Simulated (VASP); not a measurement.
# GaN (Fm-3m) in VASP: a series of runs

The runs below take GaN through single point, with r2SCAN.

All numbers are computed with VASP 6.6.1; they aren't measurements. Logs are shortened: lines on timing, memory, paths and dates and some standing lists are left out, and cuts for length are marked.

## (1) The cell of the first run

It takes space group Fm-3m (No. 225, cubic). Conventional cell: a = 4.299 Å, b = 4.299 Å, c = 4.299 Å, α = 90.00°, β = 90.00°, γ = 90.00°. Ga (site symmetry m-3m) has 6 N at 2.15 Å within 2.8 Å. N (site symmetry m-3m) has 6 Ga at 2.15 Å within 2.8 Å.

## (2) Single point, r2SCAN

POSCAR reads:

```
GaN
1.0
    0.0000000000      2.1493760412      2.1493760412
    2.1493760412      0.0000000000      2.1493760412
    2.1493760412      2.1493760412      0.0000000000
Ga N
1 1
Direct
    0.0000000000      0.0000000000      0.0000000000
    0.5000000000      0.5000000000      0.5000000000
```

INCAR.step1 reads:

```
SYSTEM = GaN
ALGO = Normal ; EDIFF = 1E-4
ENCUT = 520 ; GGA = PE
ISMEAR = -1 ; LASPH = .True.
LCHARG = .False. ; LREAL = .False.
LWAVE = .True. ; NBANDS = 16
NELM = 60 ; PREC = Accurate
SIGMA = 0.05
```

INCAR.step2 reads:

```
SYSTEM = GaN
ALGO = Normal ; EDIFF = 1E-6
ENCUT = 520 ; ISIF = 2
ISMEAR = -1 ; ISTART = 1
LASPH = .True. ; LCHARG = .False.
LMIXTAU = .True. ; LREAL = .False.
LWAVE = .False. ; METAGGA = R2SCAN
NBANDS = 16 ; NELM = 60
PREC = Accurate ; SIGMA = 0.05
```

KPOINTS reads:

```
k-points
0
Gamma
  11 11 11
  0 0 0
```

Potentials or basis: VASP PAW PBE potentials, release 64 (Ga_d, N).

The run is started by

```sh
$ cat potpaw_PBE.64/Ga_d/POTCAR potpaw_PBE.64/N/POTCAR > POTCAR
$ cp INCAR.step1 INCAR
$ mpirun -np 1 vasp_std > vasp.out
$ cp INCAR.step2 INCAR
$ mpirun -np 1 vasp_std > vasp.out
```

OUTCAR:

```text
SYSTEM = GaN
   EDIFF = 1E-6
   ENCUT = 520
   ISIF = 2
   ISMEAR = -1
   ISTART = 1
   LASPH = .True.
   LREAL = .False.
   METAGGA = R2SCAN
   NELM = 60
   PREC = Accurate

 ion  position               nearest neighbor table
   1  0.000  0.000  0.000-   2 2.15   2 2.15   2 2.15   2 2.15   2 2.15   2 2.15
   2  0.500  0.500  0.500-   1 2.15   1 2.15   1 2.15   1 2.15   1 2.15   1 2.15

  LATTYP: Found a face centered cubic cell.
 ALAT       =     4.2987520824

  Lattice vectors:

 A1 = (   0.0000000000,   2.1493760412,   2.1493760412)
 A2 = (   2.1493760412,   0.0000000000,   2.1493760412)
 A3 = (   2.1493760412,   2.1493760412,   0.0000000000)

Analysis of symmetry for initial positions (statically):
=====================================================================
 Subroutine PRICEL returns:
 Original cell was already a primitive cell.

 Routine SETGRP: Setting up the symmetry group for a
 face centered cubic supercell.

 Subroutine GETGRP returns: Found 48 space group operations
 (whereof 48 operations were pure point group operations)
 out of a pool of 48 trial point group operations.

The static configuration has the point symmetry O_h .

Analysis of symmetry for dynamics (positions and initial velocities):
=====================================================================
 Subroutine PRICEL returns:
 Original cell was already a primitive cell.

 Routine SETGRP: Setting up the symmetry group for a
 face centered cubic supercell.

 Subroutine GETGRP returns: Found 48 space group operations
 (whereof 48 operations were pure point group operations)
 out of a pool of 48 trial point group operations.

The dynamic configuration has the point symmetry O_h .

 Subroutine INISYM returns: Found 48 space group operations
 (whereof 48 operations are pure point group operations),
 and found     1 'primitive' translations

----------------------------------------------------------------------------------------

                                     Primitive cell

  volume of cell :      19.8594

  direct lattice vectors                    reciprocal lattice vectors
     0.000000000  2.149376041  2.149376041    -0.232625651  0.232625651  0.232625651
     2.149376041  0.000000000  2.149376041     0.232625651 -0.232625651  0.232625651
     2.149376041  2.149376041  0.000000000     0.232625651  0.232625651 -0.232625651

  length of vectors
     3.039676748  3.039676748  3.039676748     0.402919446  0.402919446  0.402919446

  position of ions in fractional coordinates (direct lattice)
     0.000000000  0.000000000  0.000000000
     0.500000000  0.500000000  0.500000000

  ion indices of the primitive-cell ions
   primitive index   ion index
                 1           1
                 2           2

----------------------------------------------------------------------------------------

 KPOINTS: k-points

Automatic generation of k-mesh.
 Grid dimensions read from file:
 generate k-points for:   11   11   11

 Generating k-lattice:

  Cartesian coordinates                     Fractional coordinates (reciprocal lattice)
    -0.021147786  0.021147786  0.021147786     0.090909091  0.000000000  0.000000000
     0.021147786 -0.021147786  0.021147786     0.000000000  0.090909091  0.000000000
     0.021147786  0.021147786 -0.021147786     0.000000000  0.000000000  0.090909091

  Length of vectors
     0.036629041  0.036629041  0.036629041

  Shift w.r.t. Gamma in fractional coordinates (k-lattice)
     0.000000000  0.000000000  0.000000000

 Subroutine IBZKPT returns following result:
 ===========================================

 Found     56 irreducible k-points:

 Following reciprocal coordinates:
            Coordinates               Weight
  0.000000  0.000000  0.000000      1.000000
  0.090909  0.000000  0.000000      8.000000
  0.181818  0.000000  0.000000      8.000000
  0.272727  0.000000  0.000000      8.000000
  0.363636  0.000000  0.000000      8.000000
  0.454545  0.000000  0.000000      8.000000
[... 16 lines left out ...]
 -0.272727  0.181818  0.000000     24.000000
 -0.181818  0.181818  0.000000     12.000000
 [... further k-points ...]
   k-points           NKPTS =     56   k-points in BZ     NKDIM =     56   number of bands    NBANDS=     16
   number of dos      NEDOS =    301   number of ions     NIONS =      2
   total plane-waves  NPLWV =  13824
   dimension x,y,z NGX =    24 NGY =   24 NGZ =   24
   dimension x,y,z NGXF=    48 NGYF=   48 NGZF=   48
   ions per type =               1   1
   NGX,Y,Z   is equivalent  to a cutoff of  13.13, 13.13, 13.13 a.u.
   NGXF,Y,Z  is equivalent  to a cutoff of  26.25, 26.25, 26.25 a.u.
 SYSTEM =  GaN
   PREC   = accura    normal or accurate (medium, high low for compatibility)
   ISTART =      1    job   : 0-new  1-cont  2-samecut
   ICHARG =      0    charge: 1-file 2-atom 10-const
   ISPIN  =      1    spin polarized calculation?
   LNONCOLLINEAR =      F non collinear calculations
   LSORBIT =      F    spin-orbit coupling
   LASPH  =      T    aspherical Exc in radial PAW
   ENCUT  =  520.0 eV  38.22 Ry    6.18 a.u.   5.65  5.65  5.65*2*pi/ulx,y,z
   NELM   =     60;   NELMIN=  2; NELMDL=  0     # of ELM steps
   EDIFF  = 0.1E-05   stopping-criterion for ELM
   LREAL  =      F    real-space projection
   EDIFFG = 0.1E-04   stopping-criterion for IOM
   NSW    =      0    number of steps for IOM
   IBRION =     -1    ionic relax: 0-MD 1-quasi-New 2-CG
   NFREE  =      0    steps in history (QN), initial steepest desc. (CG)
   ISIF   =      2    stress and relaxation
   ISYM   =      2    0-nonsym 1-usesym 2-fastsym
   POTIM  = 0.5000    time-step for ionic-motion
   TEBEG  =    0.0;   TEEND  =   0.0 temperature during run
   PSTRESS=    0.0 pullay stress
   NELECT =      18.0000    total number of electrons
   NUPDOWN=      -1.0000    fix difference up-down
   EMIN   =  10.00;   EMAX   =-10.00  energy-range for DOS
   EFERMI =   0.00;   METHOD = LEGACY
   ISMEAR =    -1;   SIGMA  =   0.05  broadening in eV -4-tet -1-fermi 0-gaus
   EFERMI_NEDOS =   21; number of points for ismear=-14 and -15
   IALGO  =     38    algorithm
   IMIX   =      4    mixing-type and parameters
     AMIX     =   0.40;   BMIX     =  1.00
     AMIX_MAG =   1.60;   BMIX_MAG =  1.00
  volume/ion in A,a.u.               =       9.93        67.01
  Fermi-wavevector in a.u.,A,eV,Ry     =   1.584321  2.993933 34.151630  2.510074
  Thomas-Fermi vector in A             =   2.683957
   LORBIT       =      0    0 simple, 1 ext, 2 COOP (PROOUT), +10 PAW based schemes
   METAGGA = R2SCAN    functional components
   LHFCALC =     F    Hartree Fock is set to
   AEXX    =    0.0000 exact exchange contribution
   IVDW    =     0    specifies the selected vdW correction
   LEPSILON=     F    determine dielectric tensor
   LRPA    =     F    only Hartree local field effects (RPA)
 non-spin polarized calculation
  energy-cutoff  :      520.00
  volume of cell :       19.86
 maximum number of plane-waves:       543
   NGX = 11   NGY = 11   NGZ = 11

 number of electron      17.9999998 magnetization

 Free energy of the ion-electron system (eV)
  ---------------------------------------------------
  ext. energy  EPLUGINS =         0.00000000
  ---------------------------------------------------
  free energy    TOTEN  =       -20.93920982 eV

  energy without entropy =      -20.93920767  energy(sigma->0) =      -20.93920874

 E-fermi :   7.5475     XC(G=0): -13.8506

 val. band max:        7.0554448335   @ k =  -0.1818   0.1818   0.0000
 cond. band min:       7.9676092860   @ k =   0.4545   0.4545   0.0000
 fundamental gap:      0.9121644525
 Fermi energy:         7.5474943939

 k-point     1 :       0.0000    0.0000    0.0000
  band No.  band energies     occupation
      1     -10.5253      2.00000
      2      -7.3831      2.00000
      3      -7.3831      2.00000
      4      -7.3831      2.00000
      5      -7.3242      2.00000
      6      -7.3242      2.00000
[... 8 lines left out ...]
     15      23.2023      0.00000
     16      23.2023      0.00000

 k-point     2 :       0.0909    0.0000    0.0000
  band No.  band energies     occupation
      1     -10.3718      2.00000
      2      -7.3880      2.00000
      3      -7.3770      2.00000
      4      -7.3769      2.00000
      5      -7.3330      2.00000
      6      -7.3330      2.00000
[... 8 lines left out ...]
     15      23.3183      0.00000
     16      23.3227      0.00000

 k-point     3 :       0.1818    0.0000    0.0000
  band No.  band energies     occupation
      1      -9.9261      2.00000
      2      -7.4010      2.00000
      3      -7.4002      2.00000
      4      -7.4002      2.00000
      5      -7.3166      2.00000
      6      -7.3165      2.00000
[... 8 lines left out ...]
     15      24.2076      0.00000
     16      24.2077      0.00000

 k-point     4 :       0.2727    0.0000    0.0000
  band No.  band energies     occupation
      1      -9.2409      2.00000
      2      -7.4545      2.00000
      3      -7.4545      2.00000
      4      -7.4192      2.00000
      5      -7.2703      2.00000
      6      -7.2703      2.00000
[... 8 lines left out ...]
     15      25.7374      0.00000
     16      25.7375      0.00000
[... 324 lines left out ...]
 k-point    22 :      -0.3636    0.1818    0.0000
  band No.  band energies     occupation
      1      -8.4243      2.00000
      2      -7.4890      2.00000
      3      -7.4634      2.00000
      4      -7.3394      2.00000
      5      -7.2204      2.00000
      6      -6.4697      2.00000
[... 8 lines left out ...]
     15      27.5083      0.00000
     16      28.0689      0.00000

 k-point    23 :      -0.2727    0.1818    0.0000
  band No.  band energies     occupation
      1      -8.6513      2.00000
      2      -7.4839      2.00000
      3      -7.4516      2.00000
      4      -7.3855      2.00000
      5      -7.2646      2.00000
      6      -6.8756      2.00000
[... 8 lines left out ...]
     15      26.5246      0.00000
     16      28.7748      0.00000

 k-point    24 :      -0.1818    0.1818    0.0000
  band No.  band energies     occupation
      1      -9.1254      2.00000
      2      -7.4590      2.00000
      3      -7.4366      2.00000
      4      -7.4100      2.00000
      5      -7.3056      2.00000
      6      -7.1229      2.00000
[... 8 lines left out ...]
     15      25.8333      0.00000
     16      27.9860      0.00000

 [... further k-points ...]
[... 5 lines left out ...]
  --------------------------------------------------------------------------------------
  -------------------------------------------------------------------------------------
  Total       -1.4213380     -1.4213380     -1.4213380      0.0000000     -0.0000000     -0.0000000
  in kB     -114.6676094   -114.6676094   -114.6676094      0.0000000     -0.0000000     -0.0000000
  external PRESSURE =    -114.6676094 kB  Pullay stress =       0.0000000 kB

 VOLUME and BASIS-vectors are now :
 -----------------------------------------------------------------------------
  energy-cutoff  :      520.00
  volume of cell :       19.86
      direct lattice vectors                 reciprocal lattice vectors
     0.000000000  2.149376041  2.149376041    -0.232625651  0.232625651  0.232625651
     2.149376041  0.000000000  2.149376041     0.232625651 -0.232625651  0.232625651
     2.149376041  2.149376041  0.000000000     0.232625651  0.232625651 -0.232625651

 POSITION                                       TOTAL-FORCE (eV/Angst)
 -----------------------------------------------------------------------------------
      0.00000      0.00000      0.00000         0.000000      0.000000      0.000000
      2.14938      2.14938      2.14938         0.000000      0.000000      0.000000
 -----------------------------------------------------------------------------------
    total drift:                                0.000000     -0.000000     -0.000000

  FREE ENERGIE OF THE ION-ELECTRON SYSTEM (eV)
  ---------------------------------------------------
  free  energy   TOTEN  =       -20.9392098158 eV

  energy  without entropy=      -20.9392076731  energy(sigma->0) =      -20.93920874
```

It took 1.8 min on 1 thread of AMD EPYC 7R43 (Zen 3), shared host; peak memory 0.12 GiB.

What came out:

| Quantity | Value |
| --- | --- |
| Free energy | -20.9392 eV |
| Pressure | -11.5 GPa |
| Band gap on the k mesh | 0.91 eV, indirect (least direct gap 2.67 eV) |

Caveat: the PAW data sets were made with another functional, which shifts forces and pressure a little. r2SCAN opens gaps a little over a GGA but as a rule still falls short of measured ones.

## (3) Single point, r2SCAN

This run uses another cell than the first one, of 10.12 Å³/atom, 1.020 times its volume.

POSCAR reads:

```
GaN
1.0
    0.0000000000      2.1633334196      2.1633334196
    2.1633334196      0.0000000000      2.1633334196
    2.1633334196      2.1633334196      0.0000000000
Ga N
1 1
Direct
    0.0000000000      0.0000000000      0.0000000000
    0.5000000000      0.5000000000      0.5000000000
```

INCAR.step1 reads:

```
PREC = Accurate ; ENCUT = 520
ISMEAR = -1 ; SIGMA = 0.05
LREAL = False ; LASPH = True
NELM = 80 ; NBANDS = 16
GGA = PE ; ALGO = Normal
EDIFF = 1E-4 ; LWAVE = True
LCHARG = False
```

INCAR.step2 reads:

```
PREC = Accurate ; ENCUT = 520
EDIFF = 1E-7 ; ISMEAR = -1
SIGMA = 0.05 ; LREAL = False
LASPH = True ; NELM = 80
ALGO = Normal ; ISIF = 2
LWAVE = False ; LCHARG = True
METAGGA = R2SCAN ; LMIXTAU = True
LELF = True ; LVHAR = True
NBANDS = 16 ; ISTART = 1
```

KPOINTS reads:

```
regular mesh
0
Gamma
  11 11 11
```

Potentials or basis: VASP PAW PBE potentials, release 64 (Ga_d, N).

The run is started by

```sh
$ cat potpaw_PBE.64/Ga_d/POTCAR potpaw_PBE.64/N/POTCAR > POTCAR
$ cp INCAR.step1 INCAR
$ mpirun -np 1 vasp_std > vasp.out
$ cp INCAR.step2 INCAR
$ mpirun -np 1 vasp_std > vasp.out
```

Run time: 2.4 min. Hardware: 1 thread of AMD EPYC 7R43 (Zen 3), shared host; peak memory 0.12 GiB.

It converged, with:

```
Free energy            : -20.9069 eV
Pressure               : -15.1 GPa
Band gap on the k mesh : 0.79 eV, indirect (least direct gap 2.43 eV)
```

Levels at points of the mesh, in eV from the valence-band top:
```
           k point  band 7  band 8  band 9  band 10  band 11  band 12
(0.00, 0.00, 0.00)   -0.46   -0.46   -0.46     1.96    15.02    15.02
```

Caveat: the PAW data sets were made with another functional, which shifts forces and pressure a little.

## (4) Single point, r2SCAN

This run uses another cell than the first one, of 10.32 Å³/atom, 1.039 times its volume.

POSCAR reads:

```
GaN
1.0
    0.0000000000      2.1771129849      2.1771129849
    2.1771129849      0.0000000000      2.1771129849
    2.1771129849      2.1771129849      0.0000000000
Ga N
1 1
Direct
    0.0000000000      0.0000000000      0.0000000000
    0.5000000000      0.5000000000      0.5000000000
```

INCAR.step1 reads:

```
PREC     = Accurate       # precision mode
ENCUT    = 520            # plane-wave cutoff, eV
ISMEAR   = -1             # smearing method
SIGMA    = 0.05           # smearing width, eV
LREAL    = False          # projectors in reciprocal space
LASPH    = True           # aspherical terms in the spheres
NELM     = 80             # most SCF steps
NBANDS   = 16             # bands
GGA      = PE             # functional
ALGO     = Normal         # electronic algorithm
EDIFF    = 1E-4           # SCF threshold, eV
LWAVE    = True           # write WAVECAR
LCHARG   = False          # write CHGCAR
```

INCAR.step2 reads:

```
PREC     = Accurate       # precision mode
ENCUT    = 520            # plane-wave cutoff, eV
EDIFF    = 1E-7           # SCF threshold, eV
ISMEAR   = -1             # smearing method
SIGMA    = 0.05           # smearing width, eV
LREAL    = False          # projectors in reciprocal space
LASPH    = True           # aspherical terms in the spheres
NELM     = 80             # most SCF steps
ALGO     = Normal         # electronic algorithm
ISIF     = 2              # what is computed and relaxed
LWAVE    = False          # write WAVECAR
LCHARG   = False          # write CHGCAR
METAGGA  = R2SCAN         # meta-GGA
LMIXTAU  = True         
NBANDS   = 16             # bands
ISTART   = 1
```

KPOINTS reads:

```
Automatic mesh
0
Gamma
  11 11 11
```

The run is started by

```sh
$ cat potpaw_PBE.64/Ga_d/POTCAR potpaw_PBE.64/N/POTCAR > POTCAR
$ cp INCAR.step1 INCAR
$ mpirun -np 1 vasp_std > vasp.out
$ cp INCAR.step2 INCAR
$ mpirun -np 1 vasp_std > vasp.out
```

Wall time 2.5 min (1 thread of AMD EPYC 7R43 (Zen 3), shared host); peak memory 0.12 GiB.

Results (log left out):

- Free energy: -20.8663 eV
- Pressure: -18.3 GPa
- Band gap on the k mesh: 0.67 eV, indirect (least direct gap 2.19 eV)

Levels at points of the mesh, in eV from the valence-band top:
```csv
k point,band 6,band 7,band 8,band 9,band 10,band 11,band 12,band 13
"(0.00, 0.00, 0.00)",-14.42,-0.44,-0.44,-0.44,1.75,14.91,14.91,14.91
```

Caveat: the PAW data sets were made with another functional, which shifts forces and pressure a little.

## (5) The runs side by side

| cell | gap on the mesh (eV) | pressure (GPa) |
| --- | --- | --- |
| a = 3.040 Å, angles 60.0°, 2 atoms | 0.91 | -11.5 |
| a = 3.059 Å, angles 60.0°, 2 atoms | 0.79 | -15.1 |
| a = 3.079 Å, angles 60.0°, 2 atoms | 0.67 | -18.3 |

Alike in all rows: task single point; level r2SCAN; potentials or basis VASP PAW PBE potentials, release 64 (Ga_d, N); no spin polarisation; k mesh 11 × 11 × 11; cutoff (eV) 520; smearing fermi-dirac 0.05 eV.

Caveats: the PAW data sets were made with another functional, which shifts forces and pressure a little.

Total energies depend on the potentials used, so only differences within one code and one set of settings carry meaning.
